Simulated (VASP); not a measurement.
# SnO2 (Pnnm) in VASP: a series of runs

The runs below take SnO2 through single point, with LDA.

Program: VASP 6.6.1. These are calculated values, not measurements. Logs are shortened: lines on timing, memory, paths and dates and some standing lists are left out, and cuts for length are marked.

## (1) The cell of the first run

The typed cell holds 6 atoms: a = 4.721 Å, b = 4.724 Å, c = 3.286 Å, α = 90.00°, β = 90.00°, γ = 90.00°.

## (2) Single point, LDA (strain +0.000 along x and y, +0.030 along z)

Input file INCAR:

```
SYSTEM = SnO2
PREC = Accurate
ENCUT = 520
EDIFF = 1E-6
ISMEAR = 0
SIGMA = 0.05
LREAL = .False.
LASPH = .True.
NELM = 80
ALGO = Normal
ISIF = 2
LWAVE = .False.
LCHARG = .True.
GGA = CA
LELF = .True.
LVHAR = .True.
NBANDS = 35
```

Input file KPOINTS:

```
Automatic mesh
0
Gamma
  6 6 8
  0 0 0
```

Input file POSCAR:

```
SnO2
1.0
    4.7212714761      0.0000000000      0.0000000000
    0.0000000000      4.7242464798      0.0000000000
    0.0000000000      0.0000000000      3.2857199819
Sn O
2 4
Direct
    0.5000000000      0.5000000000      0.5000000000
    0.0000000000      0.0000000000      0.0000000000
    0.3055669685      0.3065721192      0.0000000000
    0.8055669685      0.1934278808      0.5000000000
    0.1944330315      0.8065721192      0.5000000000
    0.6944330315      0.6934278808      0.0000000000
```

Potentials or basis: VASP PAW LDA potentials, release 64 (Sn_d, O).

The run is started by

```
cat potpaw_LDA.64/Sn_d/POTCAR potpaw_LDA.64/O/POTCAR > POTCAR
mpirun -np 1 vasp_std > vasp.out
```

OUTCAR:

```text
SYSTEM = SnO2
   PREC = Accurate
   ENCUT = 520
   EDIFF = 1E-6
   ISMEAR = 0
   LREAL = .False.
   LASPH = .True.
   NELM = 80
   ISIF = 2
   GGA = CA

 ion  position               nearest neighbor table
   1  0.500  0.500  0.500-   4 2.04   5 2.04   3 2.09   6 2.09   3 2.09   6 2.09   2 3.72   2 3.72
                             2 3.72   2 3.72   2 3.72   2 3.72   2 3.72   2 3.72
   2  0.000  0.000  0.000-   3 2.04   6 2.04   5 2.09   4 2.09   4 2.09   5 2.09   1 3.72   1 3.72
                             1 3.72   1 3.72   1 3.72   1 3.72   1 3.72   1 3.72
   3  0.306  0.307  0.000-   2 2.04   1 2.09   1 2.09
   4  0.806  0.193  0.500-   1 2.04   2 2.09   2 2.09
   5  0.194  0.807  0.500-   1 2.04   2 2.09   2 2.09
   6  0.694  0.693  0.000-   2 2.04   1 2.09   1 2.09

  LATTYP: Found a simple orthorhombic cell.
 ALAT       =     3.2857199819
 B/A-ratio  =     1.4369062191
 C/A-ratio  =     1.4378116534

  Lattice vectors:

 A1 = (   0.0000000000,   0.0000000000,   3.2857199819)
 A2 = (   4.7212714761,   0.0000000000,   0.0000000000)
 A3 = (   0.0000000000,   4.7242464798,   0.0000000000)

Analysis of symmetry for initial positions (statically):
=====================================================================
 Subroutine PRICEL returns:
 Original cell was already a primitive cell.

 Routine SETGRP: Setting up the symmetry group for a
 simple orthorhombic supercell.

 Subroutine GETGRP returns: Found  8 space group operations
 (whereof  4 operations were pure point group operations)
 out of a pool of  8 trial point group operations.

The static configuration has the point symmetry C_2h.
 The point group associated with its full space group is D_2h.

Analysis of symmetry for dynamics (positions and initial velocities):
=====================================================================
 Subroutine PRICEL returns:
 Original cell was already a primitive cell.

 Routine SETGRP: Setting up the symmetry group for a
 simple orthorhombic supercell.

 Subroutine GETGRP returns: Found  8 space group operations
 (whereof  4 operations were pure point group operations)
 out of a pool of  8 trial point group operations.

The dynamic configuration has the point symmetry C_2h.
 The point group associated with its full space group is D_2h.

 Subroutine INISYM returns: Found  8 space group operations
 (whereof  4 operations are pure point group operations),
 and found     1 'primitive' translations

----------------------------------------------------------------------------------------

                                     Primitive cell

  volume of cell :      73.2862

  direct lattice vectors                    reciprocal lattice vectors
     4.721271476  0.000000000  0.000000000     0.211807350  0.000000000  0.000000000
     0.000000000  4.724246480  0.000000000     0.000000000  0.211673968  0.000000000
     0.000000000  0.000000000  3.285719982     0.000000000  0.000000000  0.304347298

  length of vectors
     4.721271476  4.724246480  3.285719982     0.211807350  0.211673968  0.304347298

  position of ions in fractional coordinates (direct lattice)
     0.500000000  0.500000000  0.500000000
     0.000000000  0.000000000  0.000000000
     0.305566969  0.306572119  0.000000000
     0.805566969  0.193427881  0.500000000
     0.194433031  0.806572119  0.500000000
     0.694433031  0.693427881  0.000000000

  ion indices of the primitive-cell ions
   primitive index   ion index
                 1           1
                 2           2
                 3           3
                 4           4
                 5           5
                 6           6

----------------------------------------------------------------------------------------

 KPOINTS: Automatic mesh

Automatic generation of k-mesh.
 Grid dimensions read from file:
 generate k-points for:    6    6    8

 Generating k-lattice:

  Cartesian coordinates                     Fractional coordinates (reciprocal lattice)
     0.035301225  0.000000000  0.000000000     0.166666667  0.000000000  0.000000000
     0.000000000  0.035278995  0.000000000     0.000000000  0.166666667  0.000000000
     0.000000000  0.000000000  0.038043412     0.000000000  0.000000000  0.125000000

  Length of vectors
     0.035301225  0.035278995  0.038043412

  Shift w.r.t. Gamma in fractional coordinates (k-lattice)
     0.000000000  0.000000000  0.000000000

 Subroutine IBZKPT returns following result:
 ===========================================

 Found     80 irreducible k-points:

 Following reciprocal coordinates:
            Coordinates               Weight
  0.000000  0.000000  0.000000      1.000000
  0.166667  0.000000  0.000000      2.000000
  0.333333  0.000000  0.000000      2.000000
  0.500000  0.000000  0.000000      1.000000
  0.000000  0.166667  0.000000      2.000000
  0.166667  0.166667  0.000000      4.000000
[... 16 lines left out ...]
  0.333333  0.166667  0.125000      8.000000
[... 52 lines left out ...]
 Gauss-broadening in eV      SIGMA  =   0.05
  energy-cutoff  :      520.00
  volume of cell :       73.29
 maximum number of plane-waves:      2008
 NGX is ok and might be reduce to    36
   NGX = 17   NGY = 17   NGZ = 13

 number of electron      51.9999985 magnetization

 Free energy of the ion-electron system (eV)
  ---------------------------------------------------
  ext. energy  EPLUGINS =         0.00000000
  ---------------------------------------------------
  free energy    TOTEN  =       -42.21692172 eV

  energy without entropy =      -42.21692172  energy(sigma->0) =      -42.21692172

 E-fermi :   5.8138     XC(G=0): -11.6878

 val. band max:        5.5881300922   @ k =   0.0000   0.0000   0.0000
 cond. band min:       6.3527410877   @ k =   0.0000   0.0000   0.0000
 fundamental gap:      0.7646109955
 Fermi energy:         5.8137666709

 k-point     1 :       0.0000    0.0000    0.0000
  band No.  band energies     occupation
      1     -15.3612      2.00000
      2     -14.6006      2.00000
      3     -14.4378      2.00000
      4     -14.4167      2.00000
      5     -14.4165      2.00000
      6     -14.3878      2.00000
[... 27 lines left out ...]
     34      17.4241      0.00000
     35      17.8452      0.00000

 k-point     2 :       0.1667    0.0000    0.0000
  band No.  band energies     occupation
      1     -15.3201      2.00000
      2     -14.6504      2.00000
      3     -14.4378      2.00000
      4     -14.4147      2.00000
      5     -14.4145      2.00000
      6     -14.4121      2.00000
[... 27 lines left out ...]
     34      17.4593      0.00000
     35      17.7957      0.00000

 k-point     3 :       0.3333    0.0000    0.0000
  band No.  band energies     occupation
      1     -15.2008      2.00000
      2     -14.8106      2.00000
      3     -14.4379      2.00000
      4     -14.4339      2.00000
      5     -14.4106      2.00000
      6     -14.4103      2.00000
[... 27 lines left out ...]
     34      17.6122      0.00000
     35      17.7622      0.00000

 k-point     4 :       0.5000    0.0000    0.0000
  band No.  band energies     occupation
      1     -15.0187      2.00000
      2     -15.0187      2.00000
      3     -14.4379      2.00000
      4     -14.4379      2.00000
      5     -14.4083      2.00000
      6     -14.4083      2.00000
[... 27 lines left out ...]
     34      17.2920      0.00000
     35      17.7374      0.00000

 k-point     5 :       0.0000    0.1667    0.0000
  band No.  band energies     occupation
      1     -15.3201      2.00000
      2     -14.6504      2.00000
      3     -14.4378      2.00000
      4     -14.4146      2.00000
      5     -14.4146      2.00000
      6     -14.4120      2.00000
[... 638 lines left out ...]
 k-point    22 :       0.1667    0.1667    0.1250
  band No.  band energies     occupation
      1     -15.2346      2.00000
      2     -14.7071      2.00000
      3     -14.5279      2.00000
      4     -14.5032      2.00000
      5     -14.4083      2.00000
      6     -14.3694      2.00000
[... 27 lines left out ...]
     34      17.4632      0.00000
     35      17.7229      0.00000

 k-point    23 :       0.3333    0.1667    0.1250
  band No.  band energies     occupation
      1     -15.1485      2.00000
      2     -14.8520      2.00000
      3     -14.5262      2.00000
      4     -14.5101      2.00000
      5     -14.3986      2.00000
      6     -14.3689      2.00000
[... 27 lines left out ...]
     34      17.5340      0.00000
     35      17.7190      0.00000

 k-point    24 :       0.5000    0.1667    0.1250
  band No.  band energies     occupation
      1     -15.0135      2.00000
      2     -15.0135      2.00000
      3     -14.5196      2.00000
      4     -14.5196      2.00000
      5     -14.3825      2.00000
      6     -14.3825      2.00000
[... 27 lines left out ...]
     34      17.4072      0.00000
     35      17.7092      0.00000

 [... further k-points ...]
[... 5 lines left out ...]
  --------------------------------------------------------------------------------------
  -------------------------------------------------------------------------------------
  Total       -1.6057352     -1.6118751     -4.9414799      0.0000000      0.0000000      0.0000000
  in kB      -35.1044705    -35.2387015   -108.0302909      0.0000000      0.0000000      0.0000000
  external PRESSURE =     -59.4578210 kB  Pullay stress =       0.0000000 kB

 VOLUME and BASIS-vectors are now :
 -----------------------------------------------------------------------------
  energy-cutoff  :      520.00
  volume of cell :       73.29
      direct lattice vectors                 reciprocal lattice vectors
     4.721271476  0.000000000  0.000000000     0.211807350  0.000000000  0.000000000
     0.000000000  4.724246480  0.000000000     0.000000000  0.211673968  0.000000000
     0.000000000  0.000000000  3.285719982     0.000000000  0.000000000  0.304347298

 POSITION                                       TOTAL-FORCE (eV/Angst)
 -----------------------------------------------------------------------------------
      2.36064      2.36212      1.64286        -0.000000      0.000000      0.000000
      0.00000      0.00000      0.00000        -0.000000      0.000000      0.000000
      1.44266      1.44832      0.00000         0.112023      0.108309      0.000000
      3.80330      0.91380      1.64286         0.112023     -0.108309      0.000000
      0.91797      3.81045      1.64286        -0.112023      0.108309     -0.000000
      3.27861      3.27592      0.00000        -0.112023     -0.108309     -0.000000
 -----------------------------------------------------------------------------------
    total drift:                                0.000000      0.000000      0.000000

  FREE ENERGIE OF THE ION-ELECTRON SYSTEM (eV)
  ---------------------------------------------------
  free  energy   TOTEN  =       -42.2169217170 eV

  energy  without entropy=      -42.2169217170  energy(sigma->0) =      -42.21692172
```

Run time: 58 s. Hardware: 1 thread of Intel Xeon 6975P-C (Granite Rapids), shared host; peak memory 0.26 GiB.

Results:

* Free energy: -42.2169 eV
* Pressure: -5.9 GPa
* Largest force: 0.156 eV/Å
* Band gap on the k mesh: 0.76 eV, direct

Forces on the atoms (eV/Å):
```
Sn   0.000  0.000  0.000
Sn   0.000  0.000  0.000
O    0.112  0.108  0.000
O    0.112 -0.108  0.000
O   -0.112  0.108  0.000
O   -0.112 -0.108  0.000
```

Stress tensor (GPa, compression positive):
```
 -3.51   0.00   0.00
  0.00  -3.52   0.00
  0.00   0.00 -10.80
```

Levels at points of the mesh, in eV from the valence-band top:
| k point | band 22 | band 23 | band 24 | band 25 | band 26 | band 27 | band 28 | band 29 | band 30 | band 31 |
| --- | --- | --- | --- | --- | --- | --- | --- | --- | --- | --- |
| (0.00, 0.00, 0.00) | -1.35 | -1.35 | -0.74 | -0.74 | 0.00 | 0.76 | 5.44 | 5.72 | 5.72 | 9.63 |
| (0.50, 0.00, 0.00) | -1.97 | -1.29 | -1.29 | -0.60 | -0.60 | 4.01 | 4.01 | 6.46 | 6.46 | 10.69 |
| (0.00, 0.50, 0.00) | -1.98 | -1.29 | -1.29 | -0.61 | -0.61 | 4.02 | 4.02 | 6.48 | 6.48 | 10.68 |
| (0.50, 0.50, 0.00) | -2.04 | -1.44 | -1.44 | -0.82 | -0.82 | 4.33 | 4.33 | 6.99 | 6.99 | 10.69 |
| (0.00, 0.00, 0.50) | -2.67 | -1.66 | -1.66 | -1.23 | -1.23 | 5.68 | 5.68 | 9.39 | 9.39 | 9.84 |
| (0.50, 0.00, 0.50) | -1.75 | -1.05 | -1.05 | -0.68 | -0.68 | 5.99 | 5.99 | 7.80 | 7.80 | 10.21 |
| (0.00, 0.50, 0.50) | -1.74 | -1.06 | -1.06 | -0.68 | -0.68 | 5.99 | 5.99 | 7.79 | 7.79 | 10.23 |
| (0.50, 0.50, 0.50) | -2.31 | -0.92 | -0.92 | -0.76 | -0.76 | 4.44 | 4.44 | 8.52 | 8.52 | 10.24 |

Caveat: the cell differs from its parent crystal (strain +0.000 along x and y, +0.030 along z); spin-orbit coupling is left out, which moves the levels of the heavy elements.

## (3) Single point, LDA (strain +0.030 along x and y, -0.030 along z)

Input file INCAR:

```
PREC = Accurate
ENCUT = 520
EDIFF = 1E-6
ISMEAR = 0
SIGMA = 0.05
LREAL = False
LASPH = True
NELM = 100
ALGO = Normal
ISIF = 2
LWAVE = False
LCHARG = True
LELF = True
LVHAR = True
NBANDS = 35
```

Input file KPOINTS:

```
Automatic mesh
0
Gamma
  6 6 8
```

POSCAR, as its differences from that of step 2:

```diff
@@ -2,5 +2,5 @@
 1.0
-    4.7212714761      0.0000000000      0.0000000000
-    0.0000000000      4.7242464798      0.0000000000
-    0.0000000000      0.0000000000      3.2857199819
+    4.8629096204      0.0000000000      0.0000000000
+    0.0000000000      4.8659738742      0.0000000000
+    0.0000000000      0.0000000000      3.0943188179
 Sn O
```

Potentials or basis: VASP PAW LDA potentials, release 64 (Sn_d, O).

The run is started by

```
cat potpaw_LDA.64/Sn_d/POTCAR potpaw_LDA.64/O/POTCAR > POTCAR
mpirun -np 1 vasp_std > vasp.out
```

Wall time 58 s (1 thread of Intel Xeon 6975P-C (Granite Rapids), shared host); peak memory 0.26 GiB.

The run converged. Its results:

```
Free energy            : -42.1549 eV
Pressure               : -2.1 GPa
Largest force          : 0.085 eV/Å
Band gap on the k mesh : 1.07 eV, direct
```

Forces in eV/Å, atoms in the order of the input:
```
Sn   0.000  0.000  0.000
Sn   0.000  0.000  0.000
O   -0.059 -0.062  0.000
O   -0.059  0.062  0.000
O    0.059 -0.062  0.000
O    0.059  0.062  0.000
```

Stress tensor (GPa, compression positive):
```
-6.29  0.00  0.00
 0.00 -6.30  0.00
 0.00  0.00  6.42
```

Levels at points of the mesh, in eV from the valence-band top:
```
           k point  band 22  band 23  band 24  band 25  band 26  band 27  band 28  band 29  band 30  band 31
(0.00, 0.00, 0.00)    -1.14    -1.14    -0.86    -0.86     0.00     1.08     6.24     6.33     6.34     9.82
(0.50, 0.00, 0.00)    -2.04    -1.11    -1.11    -0.70    -0.70     4.11     4.11     7.12     7.12    10.17
(0.00, 0.50, 0.00)    -2.05    -1.11    -1.11    -0.70    -0.70     4.11     4.11     7.14     7.14    10.16
(0.50, 0.50, 0.00)    -1.95    -1.20    -1.20    -1.00    -1.00     4.62     4.62     7.42     7.42    10.13
(0.00, 0.00, 0.50)    -2.70    -1.62    -1.62    -1.25    -1.25     5.80     5.80     9.13     9.13    10.20
(0.50, 0.00, 0.50)    -1.75    -1.13    -1.13    -0.86    -0.86     6.02     6.02     7.33     7.33    11.08
(0.00, 0.50, 0.50)    -1.74    -1.14    -1.14    -0.85    -0.85     6.01     6.01     7.32     7.32    11.09
(0.50, 0.50, 0.50)    -2.64    -1.01    -1.01    -0.90    -0.90     4.40     4.40     8.46     8.46    10.59
```

Caveat: the cell differs from its parent crystal (strain +0.030 along x and y, -0.030 along z); spin-orbit coupling is left out, which moves the levels of the heavy elements.

## (4) Single point, LDA (strain +0.015 along x and y, +0.000 along z)

Input file INCAR:

```
SYSTEM = SnO2
ALGO = Normal
EDIFF = 1E-6
ENCUT = 520
ISIF = 2
ISMEAR = 0
LASPH = .TRUE.
LCHARG = .FALSE.
LREAL = .FALSE.
LWAVE = .FALSE.
NBANDS = 35
NELM = 60
PREC = Accurate
SIGMA = 0.05
```

Input file KPOINTS:

```
k-points
0
G
  6 6 8
  0 0 0
```

POSCAR, as its differences from that of step 3:

```diff
@@ -2,5 +2,5 @@
 1.0
-    4.8629096204      0.0000000000      0.0000000000
-    0.0000000000      4.8659738742      0.0000000000
-    0.0000000000      0.0000000000      3.0943188179
+    4.7920905482      0.0000000000      0.0000000000
+    0.0000000000      4.7951101770      0.0000000000
+    0.0000000000      0.0000000000      3.1900193999
 Sn O
```

The run is started by

```
cat potpaw_LDA.64/Sn_d/POTCAR potpaw_LDA.64/O/POTCAR > POTCAR
mpirun -np 1 vasp_std > vasp.out
```

Run time: 66 s. Hardware: 1 thread of Intel Xeon 6975P-C (Granite Rapids), shared host; peak memory 0.26 GiB.

Results (log left out):

```yaml
Free_energy: -42.2534 eV
Pressure: -4.5 GPa
Largest_force: 0.038 eV/Å
Band_gap_on_the_k_mesh: 0.90 eV, direct
```

Forces on the atoms (eV/Å):
```
Sn   0.000  0.000  0.000
Sn   0.000  0.000  0.000
O    0.028  0.025  0.000
O    0.028 -0.025  0.000
O   -0.028  0.025  0.000
O   -0.028 -0.025  0.000
```

Stress tensor (GPa, compression positive):
```
-5.13  0.00  0.00
 0.00 -5.14  0.00
 0.00  0.00 -3.11
```

Levels at points of the mesh, in eV from the valence-band top:
```
           k point  band 22  band 23  band 24  band 25  band 26  band 27  band 28  band 29  band 30  band 31
(0.00, 0.00, 0.00)    -1.26    -1.26    -0.80    -0.80     0.00     0.90     5.82     6.01     6.02     9.93
(0.50, 0.00, 0.00)    -2.00    -1.22    -1.22    -0.65    -0.65     4.05     4.05     6.76     6.76    10.43
(0.00, 0.50, 0.00)    -2.01    -1.22    -1.22    -0.65    -0.65     4.05     4.05     6.78     6.78    10.42
(0.50, 0.50, 0.00)    -2.00    -1.34    -1.34    -0.92    -0.92     4.46     4.46     7.18     7.18    10.45
(0.00, 0.00, 0.50)    -2.70    -1.65    -1.65    -1.25    -1.25     5.74     5.74     9.28     9.28    10.34
(0.50, 0.00, 0.50)    -1.76    -1.10    -1.10    -0.78    -0.78     6.00     6.00     7.57     7.57    10.62
(0.00, 0.50, 0.50)    -1.75    -1.11    -1.11    -0.78    -0.78     5.99     5.99     7.57     7.57    10.64
(0.50, 0.50, 0.50)    -2.51    -0.98    -0.98    -0.84    -0.84     4.41     4.41     8.48     8.48    10.62
```

Caveat: the cell differs from its parent crystal (strain +0.015 along x and y, +0.000 along z); spin-orbit coupling is left out, which moves the levels of the heavy elements.

## (5) The runs side by side

```csv
cell,gap on the mesh (eV),pressure (GPa),largest force (eV/Å)
"a = 4.721, b = 4.724, c = 3.286 Å, 6 atoms",0.76,-5.9,0.16
"a = 4.863, b = 4.866, c = 3.094 Å, 6 atoms",1.07,-2.1,0.09
"a = 4.792, b = 4.795, c = 3.190 Å, 6 atoms",0.90,-4.5,0.04
```

Alike in all rows: task single point; level LDA; potentials or basis VASP PAW LDA potentials, release 64 (Sn_d, O); no spin polarisation; k mesh 6 × 6 × 8; cutoff (eV) 520; smearing gaussian 0.05 eV.

Caveats: spin-orbit coupling is left out, which moves the levels of the heavy elements.

Absolute energies hang on the potentials; compare differences alone.
